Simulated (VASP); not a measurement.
# Rh (Fm-3m) in VASP: single point with r2SCAN

Aim: the single point of Rh with r2SCAN.

All numbers are computed with VASP 6.6.1; they aren't measurements. Logs are shortened: lines on timing, memory, paths and dates and some standing lists are left out, and cuts for length are marked.

## Step 1: The cell of the first run

Symmetry: Fm-3m, No. 225, cubic system. The conventional cell has a = 3.817 Å, b = 3.817 Å, c = 3.817 Å, α = 90.00°, β = 90.00°, γ = 90.00°. Within 3.6 Å of Rh (site symmetry m-3m) lie 12 Rh at 2.70 Å.

## Step 2: Single point, r2SCAN

File POSCAR:

```
Rh
1.0
    0.0000000000      1.9083100000      1.9083100000
    1.9083100000      0.0000000000      1.9083100000
    1.9083100000      1.9083100000      0.0000000000
Rh
1
Direct
    0.0000000000      0.0000000000      0.0000000000
```

File INCAR.step1:

```
SYSTEM = Rh
PREC = Accurate ; ENCUT = 520
ISMEAR = -1 ; SIGMA = 0.1
LREAL = .False. ; LASPH = .True.
NELM = 100 ; NBANDS = 14
GGA = PE ; ALGO = Normal
EDIFF = 1E-4 ; LWAVE = .True.
LCHARG = .False.
```

File INCAR.step2:

```
SYSTEM = Rh
PREC = Accurate ; ENCUT = 520
EDIFF = 1E-6 ; ISMEAR = -1
SIGMA = 0.1 ; LREAL = .False.
LASPH = .True. ; NELM = 100
ALGO = Normal ; ISIF = 2
LWAVE = .False. ; LCHARG = .True.
METAGGA = R2SCAN ; LMIXTAU = .True.
LELF = .True. ; LVHAR = .True.
NBANDS = 14 ; ISTART = 1
```

File KPOINTS:

```
regular mesh
0
Gamma
  15 15 15
  0 0 0
```

Potentials or basis: VASP PAW PBE potentials, release 64 (Rh_pv).

Run with:

```sh
$ cat potpaw_PBE.64/Rh_pv/POTCAR > POTCAR
$ cp INCAR.step1 INCAR
$ mpirun -np 1 vasp_std > vasp.out
$ cp INCAR.step2 INCAR
$ mpirun -np 1 vasp_std > vasp.out
```

OUTCAR:

```text
SYSTEM = Rh
   PREC = Accurate
   ENCUT = 520
   EDIFF = 1E-6
   ISMEAR = -1
   LREAL = .False.
   LASPH = .True.
   NELM = 100
   ISIF = 2
   METAGGA = R2SCAN
   ISTART = 1

 ion  position               nearest neighbor table
   1  0.000  0.000  0.000-

  LATTYP: Found a face centered cubic cell.
 ALAT       =     3.8166200000

  Lattice vectors:

 A1 = (   0.0000000000,   1.9083100000,   1.9083100000)
 A2 = (   1.9083100000,   0.0000000000,   1.9083100000)
 A3 = (   1.9083100000,   1.9083100000,   0.0000000000)

Analysis of symmetry for initial positions (statically):
=====================================================================
 Subroutine PRICEL returns:
 Original cell was already a primitive cell.

 Routine SETGRP: Setting up the symmetry group for a
 face centered cubic supercell.

 Subroutine GETGRP returns: Found 48 space group operations
 (whereof 48 operations were pure point group operations)
 out of a pool of 48 trial point group operations.

The static configuration has the point symmetry O_h .

Analysis of symmetry for dynamics (positions and initial velocities):
=====================================================================
 Subroutine PRICEL returns:
 Original cell was already a primitive cell.

 Routine SETGRP: Setting up the symmetry group for a
 face centered cubic supercell.

 Subroutine GETGRP returns: Found 48 space group operations
 (whereof 48 operations were pure point group operations)
 out of a pool of 48 trial point group operations.

The dynamic configuration has the point symmetry O_h .

 Subroutine INISYM returns: Found 48 space group operations
 (whereof 48 operations are pure point group operations),
 and found     1 'primitive' translations

----------------------------------------------------------------------------------------

                                     Primitive cell

  volume of cell :      13.8988

  direct lattice vectors                    reciprocal lattice vectors
     0.000000000  1.908310000  1.908310000    -0.262011937  0.262011937  0.262011937
     1.908310000  0.000000000  1.908310000     0.262011937 -0.262011937  0.262011937
     1.908310000  1.908310000  0.000000000     0.262011937  0.262011937 -0.262011937

  length of vectors
     2.698757883  2.698757883  2.698757883     0.453817988  0.453817988  0.453817988

  position of ions in fractional coordinates (direct lattice)
     0.000000000  0.000000000  0.000000000

  ion indices of the primitive-cell ions
   primitive index   ion index
                 1           1

----------------------------------------------------------------------------------------

 KPOINTS: regular mesh

Automatic generation of k-mesh.
 Grid dimensions read from file:
 generate k-points for:   15   15   15

 Generating k-lattice:

  Cartesian coordinates                     Fractional coordinates (reciprocal lattice)
    -0.017467462  0.017467462  0.017467462     0.066666667  0.000000000  0.000000000
     0.017467462 -0.017467462  0.017467462     0.000000000  0.066666667  0.000000000
     0.017467462  0.017467462 -0.017467462     0.000000000  0.000000000  0.066666667

  Length of vectors
     0.030254533  0.030254533  0.030254533

  Shift w.r.t. Gamma in fractional coordinates (k-lattice)
     0.000000000  0.000000000  0.000000000

 Subroutine IBZKPT returns following result:
 ===========================================

 Found    120 irreducible k-points:

 Following reciprocal coordinates:
            Coordinates               Weight
  0.000000  0.000000  0.000000      1.000000
  0.066667  0.000000  0.000000      8.000000
  0.133333  0.000000  0.000000      8.000000
  0.200000  0.000000  0.000000      8.000000
  0.266667  0.000000  0.000000      8.000000
  0.333333  0.000000  0.000000      8.000000
[... 16 lines left out ...]
  0.133333  0.133333  0.000000      6.000000
  0.200000  0.133333  0.000000     24.000000
 [... further k-points ...]
   k-points           NKPTS =    120   k-points in BZ     NKDIM =    120   number of bands    NBANDS=     14
   number of dos      NEDOS =    301   number of ions     NIONS =      1
   total plane-waves  NPLWV =   8000
   dimension x,y,z NGX =    20 NGY =   20 NGZ =   20
   dimension x,y,z NGXF=    40 NGYF=   40 NGZF=   40
   ions per type =               1
   NGX,Y,Z   is equivalent  to a cutoff of  12.32, 12.32, 12.32 a.u.
   NGXF,Y,Z  is equivalent  to a cutoff of  24.64, 24.64, 24.64 a.u.
 SYSTEM =  Rh
   PREC   = accura    normal or accurate (medium, high low for compatibility)
   ISTART =      1    job   : 0-new  1-cont  2-samecut
   ICHARG =      0    charge: 1-file 2-atom 10-const
   ISPIN  =      1    spin polarized calculation?
   LNONCOLLINEAR =      F non collinear calculations
   LSORBIT =      F    spin-orbit coupling
   LASPH  =      T    aspherical Exc in radial PAW
   ENCUT  =  520.0 eV  38.22 Ry    6.18 a.u.   5.02  5.02  5.02*2*pi/ulx,y,z
   NELM   =    100;   NELMIN=  2; NELMDL=  0     # of ELM steps
   EDIFF  = 0.1E-05   stopping-criterion for ELM
   LREAL  =      F    real-space projection
   EDIFFG = 0.1E-04   stopping-criterion for IOM
   NSW    =      0    number of steps for IOM
   IBRION =     -1    ionic relax: 0-MD 1-quasi-New 2-CG
   NFREE  =      0    steps in history (QN), initial steepest desc. (CG)
   ISIF   =      2    stress and relaxation
   ISYM   =      2    0-nonsym 1-usesym 2-fastsym
   POTIM  = 0.5000    time-step for ionic-motion
   TEBEG  =    0.0;   TEEND  =   0.0 temperature during run
   PSTRESS=    0.0 pullay stress
   NELECT =      15.0000    total number of electrons
   NUPDOWN=      -1.0000    fix difference up-down
   EMIN   =  10.00;   EMAX   =-10.00  energy-range for DOS
   EFERMI =   0.00;   METHOD = LEGACY
   ISMEAR =    -1;   SIGMA  =   0.10  broadening in eV -4-tet -1-fermi 0-gaus
   EFERMI_NEDOS =   21; number of points for ismear=-14 and -15
   IALGO  =     38    algorithm
   IMIX   =      4    mixing-type and parameters
     AMIX     =   0.40;   BMIX     =  1.00
     AMIX_MAG =   1.60;   BMIX_MAG =  1.00
  volume/ion in A,a.u.               =      13.90        93.79
  Fermi-wavevector in a.u.,A,eV,Ry     =   1.679241  3.173305 38.366387  2.819850
  Thomas-Fermi vector in A             =   2.763188
   LORBIT       =      0    0 simple, 1 ext, 2 COOP (PROOUT), +10 PAW based schemes
   METAGGA = R2SCAN    functional components
   LHFCALC =     F    Hartree Fock is set to
   AEXX    =    0.0000 exact exchange contribution
   IVDW    =     0    specifies the selected vdW correction
   LEPSILON=     F    determine dielectric tensor
   LRPA    =     F    only Hartree local field effects (RPA)
 non-spin polarized calculation
  energy-cutoff  :      520.00
  volume of cell :       13.90
 maximum number of plane-waves:       384
   NGX =  9   NGY =  9   NGZ =  9

 number of electron      15.0000005 magnetization

 Free energy of the ion-electron system (eV)
  ---------------------------------------------------
  ext. energy  EPLUGINS =         0.00000000
  ---------------------------------------------------
  free energy    TOTEN  =       -24.15743366 eV

  energy without entropy =      -24.11464985  energy(sigma->0) =      -24.13604176

 E-fermi :  11.5264     XC(G=0): -15.1258

 val. band max:       11.5263988001   @ k =   0.3333   0.1333   0.0000
 cond. band min:      11.5319835791   @ k =  -0.2667   0.0667   0.0000
 fundamental gap:      0.0055847790
 Fermi energy:        11.5264241603

 k-point     1 :       0.0000    0.0000    0.0000
  band No.  band energies     occupation
      1     -36.2365      2.00000
      2     -36.2365      2.00000
      3     -36.2365      2.00000
      4       3.4362      2.00000
      5       8.4148      2.00000
      6       8.4148      2.00000
      7       8.4148      2.00000
      8      10.4781      1.99994
      9      10.4781      1.99994
     10      28.2578      0.00000
     11      28.9247      0.00000
     12      33.9456      0.00000
     13      33.9456      0.00000
     14      33.9456      0.00000

 k-point     2 :       0.0667    0.0000    0.0000
  band No.  band energies     occupation
      1     -36.2704      2.00000
      2     -36.2411      2.00000
      3     -36.2411      2.00000
      4       3.6213      2.00000
      5       8.3343      2.00000
      6       8.4859      2.00000
      7       8.4859      2.00000
      8      10.4395      1.99996
      9      10.4395      1.99996
     10      28.5178      0.00000
     11      28.9240      0.00000
     12      32.9613      0.00000
     13      34.2092      0.00000
     14      34.2093      0.00000

 k-point     3 :       0.1333    0.0000    0.0000
  band No.  band energies     occupation
      1     -36.3657      2.00000
      2     -36.2540      2.00000
      3     -36.2540      2.00000
      4       4.1392      2.00000
      5       8.1533      2.00000
      6       8.6566      2.00000
      7       8.6566      2.00000
      8      10.3752      1.99998
      9      10.3752      1.99998
     10      28.9236      0.00000
     11      29.1598      0.00000
     12      31.0645      0.00000
     13      34.9616      0.00000
     14      34.9616      0.00000

 k-point     4 :       0.2000    0.0000    0.0000
  band No.  band energies     occupation
      1     -36.5045      2.00000
      2     -36.2729      2.00000
      3     -36.2729      2.00000
      4       4.8381      2.00000
      5       8.0732      2.00000
      6       8.7863      2.00000
      7       8.7863      2.00000
      8      10.4416      1.99996
      9      10.4416      1.99996
     10      28.8694      0.00000
     11      28.9351      0.00000
     12      29.8772      0.00000
     13      36.0728      0.00000
     14      36.0728      0.00000

 k-point     5 :       0.2667    0.0000    0.0000
  band No.  band energies     occupation
      1     -36.6616      2.00000
      2     -36.2946      2.00000
      3     -36.2946      2.00000
      4       5.3638      2.00000
      5       8.4833      2.00000
      6       8.7390      2.00000
      7       8.7390      2.00000
      8      10.7759      1.99890
      9      10.7759      1.99890
     10      26.7550      0.00000
     11      28.9241      0.00000
[... 276 lines left out ...]
 k-point    22 :      -0.0667    0.0667    0.0000
  band No.  band energies     occupation
      1     -36.3175      2.00000
      2     -36.2611      2.00000
      3     -36.2429      2.00000
      4       3.9196      2.00000
      5       8.1842      2.00000
      6       8.5846      2.00000
      7       8.6361      2.00000
      8      10.2662      1.99999
      9      10.5133      1.99992
     10      28.9159      0.00000
     11      28.9239      0.00000
     12      32.0404      0.00000
     13      33.9772      0.00000
     14      34.9337      0.00000

 k-point    23 :       0.1333    0.1333    0.0000
  band No.  band energies     occupation
      1     -36.3618      2.00000
      2     -36.2830      2.00000
      3     -36.2830      2.00000
      4       4.3768      2.00000
      5       7.8168      2.00000
      6       8.9101      2.00000
      7       8.9101      2.00000
      8       9.8789      2.00000
      9      10.7132      1.99941
     10      28.9238      0.00000
     11      29.5904      0.00000
     12      32.0731      0.00000
     13      33.7527      0.00000
     14      33.7527      0.00000

 k-point    24 :       0.2000    0.1333    0.0000
  band No.  band energies     occupation
      1     -36.4523      2.00000
      2     -36.3067      2.00000
      3     -36.3003      2.00000
      4       4.9302      2.00000
      5       7.5569      2.00000
      6       9.0624      2.00000
      7       9.1485      2.00000
      8       9.8095      2.00000
      9      10.8455      1.99780
     10      28.9237      0.00000
     11      30.1969      0.00000
     12      30.8001      0.00000
     13      33.5476      0.00000
     14      34.0946      0.00000

 [... further k-points ...]
[... 5 lines left out ...]
  --------------------------------------------------------------------------------------
  -------------------------------------------------------------------------------------
  Total       -0.1856557     -0.1856557     -0.1856557      0.0000000      0.0000000      0.0000000
  in kB      -21.4013987    -21.4013987    -21.4013987      0.0000000      0.0000000      0.0000000
  external PRESSURE =     -21.4013987 kB  Pullay stress =       0.0000000 kB

 VOLUME and BASIS-vectors are now :
 -----------------------------------------------------------------------------
  energy-cutoff  :      520.00
  volume of cell :       13.90
      direct lattice vectors                 reciprocal lattice vectors
     0.000000000  1.908310000  1.908310000    -0.262011937  0.262011937  0.262011937
     1.908310000  0.000000000  1.908310000     0.262011937 -0.262011937  0.262011937
     1.908310000  1.908310000  0.000000000     0.262011937  0.262011937 -0.262011937

 POSITION                                       TOTAL-FORCE (eV/Angst)
 -----------------------------------------------------------------------------------
      0.00000      0.00000      0.00000         0.000000     -0.000000      0.000000
 -----------------------------------------------------------------------------------
    total drift:                               -0.000000     -0.000000     -0.000000

  FREE ENERGIE OF THE ION-ELECTRON SYSTEM (eV)
  ---------------------------------------------------
  free  energy   TOTEN  =       -24.1574336601 eV

  energy  without entropy=      -24.1146498504  energy(sigma->0) =      -24.13604176
```

Run time: 64 s. Hardware: 1 thread of AMD EPYC 7R13 (Zen 3), shared host; peak memory 0.11 GiB.

Results:

```yaml
Free_energy: -24.1574 eV
Pressure: -2.1 GPa
```

Caveat: the PAW data sets were made with another functional, which shifts forces and pressure a little.
